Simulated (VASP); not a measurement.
Write the native input for VASP 6.6.1 that does the following.

```yaml
Task: single point
Functional: LDA
Potentials_or_basis: VASP PAW LDA potentials, release 64 (Pb_d, O)
Cutoff: 520 eV
k_mesh: 6 × 6 × 8
Occupations: fermi-dirac, width 0.05 eV
Spin: no spin polarisation
Dipole_correction: no
Further_INCAR_settings: ALGO = Normal; EDIFF = 1e-06; NBANDS = 35
```

The structure of PbO2 lies in POSCAR:

```
PbO2
1.0
    4.9949598700      0.0000000000      0.0000000000
    0.0000000000      4.9949598700      0.0000000000
    0.0000000000      0.0000000000      3.4090009600
Pb O
2 4
Direct
    0.5000000000      0.5000000000      0.5000000000
    0.0000000000      0.0000000000      0.0000000000
    0.6925710400      0.6925710400      0.0000000000
    0.8074289600      0.1925710400      0.5000000000
    0.1925710400      0.8074289600      0.5000000000
    0.3074289600      0.3074289600      0.0000000000
```

The input as run:

INCAR

```
  PREC = Accurate
  ENCUT = 520
  EDIFF = 1E-6
  ISMEAR = -1
  SIGMA = 0.05
  LREAL = F
  LASPH = T
  NELM = 60
  ALGO = Normal
  ISIF = 2
  LWAVE = F
  LCHARG = F
  GGA = CA
  NBANDS = 35
```

KPOINTS

```
Automatic mesh
0
Gamma
  6 6 8
```

Potentials or basis: VASP PAW LDA potentials, release 64 (Pb_d, O).

Launch:

```bash
$ cat potpaw_LDA.64/Pb_d/POTCAR potpaw_LDA.64/O/POTCAR > POTCAR
$ mpirun -np 1 vasp_std > vasp.out
```

It gave:

```
Pressure      : -3.6 GPa
Largest force : 0.040 eV/Å
```

Wall time 110 s on 1 thread of Intel(R) Xeon(R) Platinum 8259CL CPU @ 2.50GHz (Skylake/Cascade Lake), with other jobs on the host, peak memory 0.24 GiB.
